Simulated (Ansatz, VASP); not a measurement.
# Gd in VASP and in Ansatz

```xyz
2
Lattice="3.6516 0.0000 0.0000 -1.8258 3.1624 0.0000 0.0000 0.0000 5.8528" Properties=species:S:1:pos:R:3 pbc="T T T"
Gd    0.0000    2.1082    4.3896
Gd    1.8258    1.0541    1.4632
```

Alike in both runs: task single point; functional PBE; k mesh 9 × 9 × 5; occupations gaussian, width 0.1 eV; collinear spin; Hubbard terms Gd f U = 6.0 eV.

|  | VASP | Ansatz |
| --- | --- | --- |
| version | VASP 6.6.1 | Ansatz 0.2.0 |
| potentials or method | VASP PAW PBE potentials, release 64 (Gd), cutoff 520 eV | scalar-relativistic, plane waves, PAW |
| valence electrons in the cell | 36 | 36 |

```tsv
	VASP	Ansatz	Ansatz less VASP
gap on the k mesh at the Fermi level (eV)	none	none	-
pressure (GPa)	0.1	0.0	-0.08
traceless stress, the component that is largest in VASP (GPa)	0.05	0.09	+0.036
net moment per atom (μB)	7.80	7.81	+0.013
size of the moment on the site where the two differ most (μB)	7.11	7.50	+0.388
```

Site moments also hang on the region over which each program counts them. The programs project onto different local orbitals, so the same U acts differently, and such runs can settle in different states. A gap of «none» marks a metal or a gap that the smearing closes. Ansatz's warnings: filled band counts differ across k points.

Neither program's run includes spin-orbit coupling.
